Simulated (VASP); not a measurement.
# FeO (I4/mmm) in VASP: notebook

The runs below take FeO through single point, with PBE.

All numbers are computed with VASP 6.6.1; they aren't measurements. Logs are shortened: lines on timing, memory, paths and dates and some standing lists are left out, and cuts for length are marked.

### 1 The cell of the first run

The structure is tetragonal, space group I4/mmm (No. 139). Conventional cell: a = 2.804 Å, b = 2.804 Å, c = 4.656 Å, α = 90.00°, β = 90.00°, γ = 90.00°. Fe (site symmetry 4/mmm) has 6 O at 1.98 to 2.33 Å within 2.6 Å. O (site symmetry 4/mmm) has 6 Fe at 1.98 to 2.33 Å within 2.6 Å.

### 2 Single point, PBE, collinear spin, ferromagnetic start (strain -0.080 along x and y, +0.080 along z)

Input file INCAR:

```
ALGO = Normal ; EDIFF = 1E-6
ENCUT = 600 ; GGA = PE
GGA_COMPAT = F ; ISIF = 2
ISMEAR = 0 ; ISPIN = 2
LASPH = T ; LCHARG = F
LMAXMIX = 4 ; LORBIT = 11
LREAL = F ; LWAVE = F
MAGMOM = 3.79 0.35 ; NBANDS = 18
NELM = 200 ; PREC = Accurate
SIGMA = 0.15
```

Input file KPOINTS:

```
k-points
0
Gamma
  20 20 20
```

Input file POSCAR:

```
FeO
1.0
    0.0000000000      1.9829680000      2.3278320000
    1.9829680000      0.0000000000      2.3278320000
    1.9829680000      1.9829680000      0.0000000000
Fe O
1 1
Direct
    0.0000000000      0.0000000000      0.0000000000
    0.5000000000      0.5000000000      0.5000000000
```

Potentials or basis: VASP PAW PBE potentials, release 64 (Fe, O).

Launch:

```
$ cat potpaw_PBE.64/Fe/POTCAR potpaw_PBE.64/O/POTCAR > POTCAR
$ mpirun -np 1 vasp_std > vasp.out
```

OUTCAR:

```text
EDIFF = 1E-6
   ENCUT = 600
   GGA = PE
   ISIF = 2
   ISMEAR = 0
   ISPIN = 2
   LASPH = T
   LORBIT = 11
   LREAL = F
   NELM = 200
   PREC = Accurate

 ion  position               nearest neighbor table
   1  0.000  0.000  0.000-   2 1.98   2 1.98   2 1.98   2 1.98   2 2.33   2 2.33
   2  0.500  0.500  0.500-   1 1.98   1 1.98   1 1.98   1 1.98   1 2.33   1 2.33

  LATTYP: Found a body centered tetragonal cell.
 ALAT       =     2.8043402394
 C/A-ratio  =     1.6601637471

  Lattice vectors:

 A1 = (  -1.9829680000,   0.0000000000,   2.3278320000)
 A2 = (   1.9829680000,   0.0000000000,   2.3278320000)
 A3 = (   0.0000000000,   1.9829680000,  -2.3278320000)

Analysis of symmetry for initial positions (statically):
=====================================================================
 Subroutine PRICEL returns:
 Original cell was already a primitive cell.

 Routine SETGRP: Setting up the symmetry group for a
 body centered tetragonal supercell.

 Subroutine GETGRP returns: Found 16 space group operations
 (whereof 16 operations were pure point group operations)
 out of a pool of 16 trial point group operations.

The static configuration has the point symmetry D_4h.

Analysis of symmetry for dynamics (positions and initial velocities):
=====================================================================
 Subroutine PRICEL returns:
 Original cell was already a primitive cell.

 Routine SETGRP: Setting up the symmetry group for a
 body centered tetragonal supercell.

 Subroutine GETGRP returns: Found 16 space group operations
 (whereof 16 operations were pure point group operations)
 out of a pool of 16 trial point group operations.

The dynamic configuration has the point symmetry D_4h.

Analysis of structural, dynamic, and magnetic symmetry:
=====================================================================
 Subroutine PRICEL returns:
 Original cell was already a primitive cell.

 Routine SETGRP: Setting up the symmetry group for a
 body centered tetragonal supercell.

 Subroutine GETGRP returns: Found 16 space group operations
 (whereof 16 operations were pure point group operations)
 out of a pool of 16 trial point group operations.

The overall configuration has the point symmetry D_4h.

 Subroutine INISYM returns: Found 16 space group operations
 (whereof 16 operations are pure point group operations),
 and found     1 'primitive' translations

----------------------------------------------------------------------------------------

                                     Primitive cell

  volume of cell :      18.3068

  direct lattice vectors                    reciprocal lattice vectors
     0.000000000  1.982968000  2.327832000    -0.252147286  0.252147286  0.214792133
     1.982968000  0.000000000  2.327832000     0.252147286 -0.252147286  0.214792133
     1.982968000  1.982968000  0.000000000     0.252147286  0.252147286 -0.214792133

  length of vectors
     3.057934582  3.057934582  2.804340239     0.416283759  0.416283759  0.416283759

  position of ions in fractional coordinates (direct lattice)
     0.000000000  0.000000000  0.000000000
     0.500000000  0.500000000  0.500000000

  ion indices of the primitive-cell ions
   primitive index   ion index
                 1           1
                 2           2

----------------------------------------------------------------------------------------

 KPOINTS: k-points

Automatic generation of k-mesh.
 Grid dimensions read from file:
 generate k-points for:   20   20   20

 Generating k-lattice:

  Cartesian coordinates                     Fractional coordinates (reciprocal lattice)
    -0.012607364  0.012607364  0.010739607     0.050000000  0.000000000  0.000000000
     0.012607364 -0.012607364  0.010739607     0.000000000  0.050000000  0.000000000
     0.012607364  0.012607364 -0.010739607    -0.000000000 -0.000000000  0.050000000

  Length of vectors
     0.020814188  0.020814188  0.020814188

  Shift w.r.t. Gamma in fractional coordinates (k-lattice)
     0.000000000  0.000000000  0.000000000

 Subroutine IBZKPT returns following result:
 ===========================================

 Found    641 irreducible k-points:

 Following reciprocal coordinates:
            Coordinates               Weight
  0.000000  0.000000  0.000000      1.000000
  0.050000  0.000000  0.000000      8.000000
  0.100000  0.000000  0.000000      8.000000
  0.150000 -0.000000  0.000000      8.000000
  0.200000  0.000000  0.000000      8.000000
  0.250000  0.000000  0.000000      8.000000
[... 16 lines left out ...]
 -0.400000  0.050000  0.000000      8.000000
 -0.350000  0.050000  0.000000      8.000000
 [... further k-points ...]
   k-points           NKPTS =    641   k-points in BZ     NKDIM =    641   number of bands    NBANDS=     18
   number of dos      NEDOS =    301   number of ions     NIONS =      2
   total plane-waves  NPLWV =  13824
   dimension x,y,z NGX =    24 NGY =   24 NGZ =   24
   dimension x,y,z NGXF=    48 NGYF=   48 NGZF=   48
   ions per type =               1   1
   NGX,Y,Z   is equivalent  to a cutoff of  13.05, 13.05, 14.23 a.u.
   NGXF,Y,Z  is equivalent  to a cutoff of  26.10, 26.10, 28.46 a.u.
 SYSTEM =  unknown system
   PREC   = accura    normal or accurate (medium, high low for compatibility)
   ISTART =      0    job   : 0-new  1-cont  2-samecut
   ICHARG =      2    charge: 1-file 2-atom 10-const
   ISPIN  =      2    spin polarized calculation?
   LNONCOLLINEAR =      F non collinear calculations
   LSORBIT =      F    spin-orbit coupling
   LASPH  =      T    aspherical Exc in radial PAW
   ENCUT  =  600.0 eV  44.10 Ry    6.64 a.u.   6.11  6.11  5.60*2*pi/ulx,y,z
   NELM   =    200;   NELMIN=  2; NELMDL= -5     # of ELM steps
   EDIFF  = 0.1E-05   stopping-criterion for ELM
   LREAL  =      F    real-space projection
[... 7 lines left out ...]
   TEBEG  =    0.0;   TEEND  =   0.0 temperature during run
   PSTRESS=    0.0 pullay stress
   NELECT =      14.0000    total number of electrons
   NUPDOWN=      -1.0000    fix difference up-down
   EMIN   =  10.00;   EMAX   =-10.00  energy-range for DOS
   EFERMI =   0.00;   METHOD = LEGACY
   ISMEAR =     0;   SIGMA  =   0.15  broadening in eV -4-tet -1-fermi 0-gaus
   EFERMI_NEDOS =   21; number of points for ismear=-14 and -15
   IALGO  =     38    algorithm
   IMIX   =      4    mixing-type and parameters
     AMIX     =   0.40;   BMIX     =  1.00
     AMIX_MAG =   1.60;   BMIX_MAG =  1.00
  volume/ion in A,a.u.               =       9.15        61.77
  Fermi-wavevector in a.u.,A,eV,Ry     =   1.497085  2.829081 30.494246  2.241264
  Thomas-Fermi vector in A             =   2.609018
   LORBIT       =     11    0 simple, 1 ext, 2 COOP (PROOUT), +10 PAW based schemes
   GGA     = PE    functional components
   LHFCALC =     F    Hartree Fock is set to
   AEXX    =    0.0000 exact exchange contribution
   IVDW    =     0    specifies the selected vdW correction
   LEPSILON=     F    determine dielectric tensor
   LRPA    =     F    only Hartree local field effects (RPA)
 spin polarized calculation
 Gauss-broadening in eV      SIGMA  =   0.15
  energy-cutoff  :      600.00
  volume of cell :       18.31
 maximum number of plane-waves:       634
   NGX = 13   NGY = 13   NGZ = 11

 number of electron      14.0000005 magnetization       3.6342593

 Free energy of the ion-electron system (eV)
  ---------------------------------------------------
  ext. energy  EPLUGINS =         0.00000000
  ---------------------------------------------------
  free energy    TOTEN  =       -14.69224025 eV

  energy without entropy =      -14.67367514  energy(sigma->0) =      -14.68295770

 E-fermi :   7.2389     XC(G=0): -12.6485

 val. band max:        7.2354530474   @ k =   0.4000   0.2000   0.1000
 cond. band min:       7.2406976296   @ k =   0.3000   0.1000   0.0000
 fundamental gap:      0.0052445822
 Fermi energy:         7.2389067014

 spin component 1

 k-point     1 :       0.0000    0.0000    0.0000
  band No.  band energies     occupation
      1     -14.5497      1.00000
      2       2.7848      1.00000
      3       2.7848      1.00000
      4       2.8201      1.00000
      5       2.9425      1.00000
      6       3.2055      1.00000
[... 10 lines left out ...]
     17      32.0269      0.00000
     18      32.0269      0.00000
[... 463 lines left out ...]
 k-point    24 :      -0.3500    0.0500    0.0000
  band No.  band energies     occupation
      1     -13.3298      1.00000
      2      -1.9421      1.00000
      3      -0.1286      1.00000
      4       0.2598      1.00000
      5       4.2598      1.00000
      6       4.2752      1.00000
[... 10 lines left out ...]
     17      32.9871      0.00000
     18      37.0081      0.00000

 [... further k-points ...]

 spin component 2

 k-point     1 :       0.0000    0.0000    0.0000
  band No.  band energies     occupation
      1     -14.0796      1.00000
      2       3.1955      1.00000
      3       3.1955      1.00000
      4       3.5919      1.00000
      5       5.6374      1.00000
      6       6.1927      1.00000
[... 10 lines left out ...]
     17      33.5362      0.00000
     18      33.5362      0.00000
[... 463 lines left out ...]
 k-point    24 :      -0.3500    0.0500    0.0000
  band No.  band energies     occupation
      1     -12.8510      1.00000
      2      -1.2526      1.00000
      3       1.1306      1.00000
      4       1.4993      1.00000
      5       7.3413      0.16728
      6       7.5010      0.00674
[... 10 lines left out ...]
     17      33.5029      0.00000
     18      37.5964      0.00000

 [... further k-points ...]

------------------------ aborting loop because EDIFF is reached ----------------------------------------

  FORCE on cell =-STRESS in cart. coord.  units (eV):
  Direction    XX          YY          ZZ          XY          YZ          ZX
  --------------------------------------------------------------------------------------
  -------------------------------------------------------------------------------------
  Total        3.5394115      3.5394115      1.0583761      0.0000000     -0.0000000      0.0000000
  in kB      309.7623235    309.7623235     92.6269963      0.0000000     -0.0000000      0.0000000
  external PRESSURE =     237.3838811 kB  Pullay stress =       0.0000000 kB

 VOLUME and BASIS-vectors are now :
 -----------------------------------------------------------------------------
  energy-cutoff  :      600.00
  volume of cell :       18.31
      direct lattice vectors                 reciprocal lattice vectors
     0.000000000  1.982968000  2.327832000    -0.252147286  0.252147286  0.214792133
     1.982968000  0.000000000  2.327832000     0.252147286 -0.252147286  0.214792133
     1.982968000  1.982968000  0.000000000     0.252147286  0.252147286 -0.214792133

 POSITION                                       TOTAL-FORCE (eV/Angst)
 -----------------------------------------------------------------------------------
      0.00000      0.00000      0.00000        -0.000000      0.000000      0.000000
      1.98297      1.98297      2.32783         0.000000     -0.000000      0.000000
 -----------------------------------------------------------------------------------
    total drift:                                0.000000     -0.000000     -0.000000

  FREE ENERGIE OF THE ION-ELECTRON SYSTEM (eV)
  ---------------------------------------------------
  free  energy   TOTEN  =       -14.6922402464 eV

  energy  without entropy=      -14.6736751446  energy(sigma->0) =      -14.68295770

 total charge

# of ion       s       p       d       tot
------------------------------------------
    1        0.341   0.457   6.224   7.023
    2        1.561   3.487   0.000   5.048
--------------------------------------------------
tot          1.902   3.945   6.224  12.071

 magnetization (x)

# of ion       s       p       d       tot
------------------------------------------
    1        0.034   0.020   3.257   3.311
    2        0.029   0.227   0.000   0.255
--------------------------------------------------
tot          0.063   0.247   3.257   3.566
```

Run time: 2.4 min. Hardware: 1 thread of Intel Xeon 6975P-C (Granite Rapids), shared host; peak memory 0.48 GiB.

Results:

- Free energy: -14.6922 eV
- Pressure: 23.7 GPa
- Net moment: 3.63 μB per cell
- Site moments: Fe +3.31; O +0.26 μB
- Valence electrons inside the program's atomic spheres: Fe 7.02; O 5.05

Stress tensor (GPa, compression positive):
```
30.98  0.00  0.00
 0.00 30.98  0.00
 0.00  0.00  9.26
```

Levels at points of the mesh, in eV from the Fermi level:
Spin up:
```tsv
k point	band 5	band 6	band 7	band 8	band 9	band 10	band 11	band 12	band 13	band 14
(0.00, 0.00, 0.00)	-4.30	-4.03	-3.52	-3.52	-3.33	1.03	16.13	18.05	18.17	18.17
(0.50, 0.00, 0.00)	-2.85	-2.75	-2.12	-0.70	0.88	4.13	9.41	12.07	15.39	20.60
(0.50, 0.50, 0.00)	-5.10	-3.12	-2.54	-2.54	-2.52	6.41	7.84	12.87	17.10	17.10
(0.50, 0.00, 0.50)	-4.86	-3.12	-2.77	-2.36	-2.04	6.31	9.86	10.84	13.77	16.77
```
Spin down:
```
           k point  band 1  band 2  band 3  band 4  band 5  band 6  band 7  band 8  band 9  band 10
(0.00, 0.00, 0.00)  -21.32   -4.04   -4.04   -3.65   -1.60   -1.05   -0.62   -0.62    0.15     2.27
(0.50, 0.00, 0.00)  -19.86   -9.05   -6.29   -6.00    0.28    0.58    0.75    2.17    3.70     4.58
(0.50, 0.50, 0.00)  -20.27   -7.91   -4.79   -4.79   -2.59    0.44    0.68    0.68    1.17     7.66
(0.50, 0.00, 0.50)  -19.87   -7.60   -5.85   -4.67   -2.50    0.38    0.55    1.04    1.53     7.58
```

Caveat: the cell differs from its parent crystal (strain -0.080 along x and y, +0.080 along z); the cell stands under pressure; a cell with one magnetic atom can't hold antiferromagnetic order, which such compounds often take; semilocal functionals often make such compounds metallic where correlation or magnetic order opens a gap, which also shifts bond lengths.

(Continued in part 2 of 2.)
